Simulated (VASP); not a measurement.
# AlN (rocksalt type) (Fm-3m) in VASP: a series of runs, part 2 of 2

VASP 6.6.1.

## Step 4: Single point, r2SCAN (volume scaled by 0.64)

POSCAR

```
AlN
1.0
    0.0000000000      1.7397767314      1.7397767314
    1.7397767314      0.0000000000      1.7397767314
    1.7397767314      1.7397767314      0.0000000000
Al N
1 1
Direct
    0.0000000000      0.0000000000      0.0000000000
    0.5000000000      0.5000000000      0.5000000000
```

INCAR.step1

```
SYSTEM = AlN
PREC = Accurate
ENCUT = 520
ISMEAR = -1
SIGMA = 0.05
LREAL = .FALSE.
LASPH = .TRUE.
NELM = 80
NBANDS = 11
GGA = PE
ALGO = Normal
EDIFF = 1E-4
LWAVE = .TRUE.
LCHARG = .FALSE.
```

INCAR.step2

```
SYSTEM = AlN
PREC = Accurate
ENCUT = 520
EDIFF = 1E-7
ISMEAR = -1
SIGMA = 0.05
LREAL = .FALSE.
LASPH = .TRUE.
NELM = 80
ALGO = Normal
ISIF = 2
LWAVE = .FALSE.
LCHARG = .FALSE.
METAGGA = R2SCAN
LMIXTAU = .TRUE.
NBANDS = 11
ISTART = 1
```

KPOINTS

```
Automatic mesh
0
G
  15 15 15
  0 0 0
```

Potentials or basis: VASP PAW PBE potentials, release 64 (Al, N).

Run with:

```console
$ cat potpaw_PBE.64/Al/POTCAR potpaw_PBE.64/N/POTCAR > POTCAR
$ cp INCAR.step1 INCAR
$ mpirun -np 1 vasp_std > vasp.out
$ cp INCAR.step2 INCAR
$ mpirun -np 1 vasp_std > vasp.out
```

OUTCAR:

```text
SYSTEM = AlN
   PREC = Accurate
   ENCUT = 520
   EDIFF = 1E-7
   ISMEAR = -1
   LREAL = .FALSE.
   LASPH = .TRUE.
   NELM = 80
   ISIF = 2
   METAGGA = R2SCAN
   ISTART = 1

 ion  position               nearest neighbor table
   1  0.000  0.000  0.000-   2 1.74   2 1.74   2 1.74   2 1.74   2 1.74   2 1.74
   2  0.500  0.500  0.500-   1 1.74   1 1.74   1 1.74   1 1.74   1 1.74   1 1.74

  LATTYP: Found a face centered cubic cell.
 ALAT       =     3.4795534628

  Lattice vectors:

 A1 = (   0.0000000000,   1.7397767314,   1.7397767314)
 A2 = (   1.7397767314,   0.0000000000,   1.7397767314)
 A3 = (   1.7397767314,   1.7397767314,   0.0000000000)

Analysis of symmetry for initial positions (statically):
=====================================================================
 Subroutine PRICEL returns:
 Original cell was already a primitive cell.

 Routine SETGRP: Setting up the symmetry group for a
 face centered cubic supercell.

 Subroutine GETGRP returns: Found 48 space group operations
 (whereof 48 operations were pure point group operations)
[... 171 lines left out ...]
  band No.  band energies     occupation
      1      -6.4480      2.00000
      2      16.8607      2.00000
      3      16.8607      2.00000
      4      16.8607      2.00000
      5      31.1353      0.00000
      6      31.1353      0.00000
      7      31.1353      0.00000
      8      31.8190      0.00000
      9      38.3391      0.00000
     10      39.1158      0.00000
     11      39.1158      0.00000
[... 309 lines left out ...]
 k-point    24 :       0.2000    0.1333    0.0000
  band No.  band energies     occupation
      1      -5.2268      2.00000
      2      13.7394      2.00000
      3      15.3615      2.00000
      4      15.4097      2.00000
      5      27.1893      0.00000
      6      32.9250      0.00000
      7      34.3995      0.00000
      8      34.4623      0.00000
      9      36.0426      0.00000
     10      40.2372      0.00000
     11      45.6129      0.00000

 [... further k-points ...]

------------------------ aborting loop because EDIFF is reached ----------------------------------------

  FORCE on cell =-STRESS in cart. coord.  units (eV):
  Direction    XX          YY          ZZ          XY          YZ          ZX
  --------------------------------------------------------------------------------------
  -------------------------------------------------------------------------------------
  Total       19.2080176     19.2080176     19.2080176     -0.0000000     -0.0000000     -0.0000000
  in kB     2922.0159178   2922.0159178   2922.0159178     -0.0000000     -0.0000000     -0.0000000
  external PRESSURE =    2922.0159178 kB  Pullay stress =       0.0000000 kB

 VOLUME and BASIS-vectors are now :
 -----------------------------------------------------------------------------
  energy-cutoff  :      520.00
  volume of cell :       10.53
      direct lattice vectors                 reciprocal lattice vectors
     0.000000000  1.739776731  1.739776731    -0.287393199  0.287393199  0.287393199
     1.739776731  0.000000000  1.739776731     0.287393199 -0.287393199  0.287393199
     1.739776731  1.739776731  0.000000000     0.287393199  0.287393199 -0.287393199

 POSITION                                       TOTAL-FORCE (eV/Angst)
 -----------------------------------------------------------------------------------
      0.00000      0.00000      0.00000        -0.000000      0.000000     -0.000000
      1.73978      1.73978      1.73978         0.000000     -0.000000      0.000000
 -----------------------------------------------------------------------------------
    total drift:                               -0.000000     -0.000000     -0.000000

  FREE ENERGIE OF THE ION-ELECTRON SYSTEM (eV)
  ---------------------------------------------------
  free  energy   TOTEN  =       -15.1538257568 eV

  energy  without entropy=      -15.1538257568  energy(sigma->0) =      -15.15382576
```

OUTCAR.step1:

```text
SYSTEM = AlN
   PREC = Accurate
   ENCUT = 520
   ISMEAR = -1
   LREAL = .FALSE.
   LASPH = .TRUE.
[... 556 lines left out ...]
      0.00000      0.00000      0.00000         0.000000     -0.000000      0.000000
      1.73978      1.73978      1.73978        -0.000000      0.000000     -0.000000
 -----------------------------------------------------------------------------------
    total drift:                               -0.000000     -0.000000     -0.000000

  FREE ENERGIE OF THE ION-ELECTRON SYSTEM (eV)
  ---------------------------------------------------
  free  energy   TOTEN  =       -10.5611665769 eV

  energy  without entropy=      -10.5611665768  energy(sigma->0) =      -10.56116658
```

OSZICAR.step1:

```text
N       E                     dE             d eps       ncg     rms          rms(c)
DAV:   1     0.152107394995E+02    0.15211E+02   -0.44592E+03  2752   0.652E+02
DAV:   2    -0.125941609075E+02   -0.27805E+02   -0.26935E+02  3313   0.162E+02
DAV:   3    -0.131459126959E+02   -0.55175E+00   -0.55109E+00  3154   0.190E+01
DAV:   4    -0.131474275018E+02   -0.15148E-02   -0.15147E-02  3027   0.113E+00
DAV:   5    -0.131474354582E+02   -0.79564E-05   -0.79562E-05  3160   0.736E-02    0.108E+01
DAV:   6    -0.107364572763E+02    0.24110E+01   -0.63556E+00  2904   0.162E+01    0.473E+00
DAV:   7    -0.105743364970E+02    0.16212E+00   -0.69027E-01  3175   0.575E+00    0.256E+00
DAV:   8    -0.105613867450E+02    0.12950E-01   -0.16070E-02  2985   0.110E+00    0.514E-01
DAV:   9    -0.105611458957E+02    0.24085E-03   -0.98890E-04  3087   0.234E-01    0.256E-01
DAV:  10    -0.105611665769E+02   -0.20681E-04   -0.51906E-05  1695   0.644E-02
   1 F= -.10561167E+02 E0= -.10561167E+02  d E =-.829726E-10
```

It took 44 s on 1 thread of Intel Xeon Platinum 8488C (Sapphire Rapids), shared host; peak memory 0.12 GiB.

What came out:

* Free energy: -15.1538 eV
* Pressure: 292.2 GPa
* Band gap on the k mesh: 4.74 eV, indirect (least direct gap 8.97 eV)

Caveat: the PAW data sets were made with another functional, which shifts forces and pressure a little. A k mesh can miss the band edges.
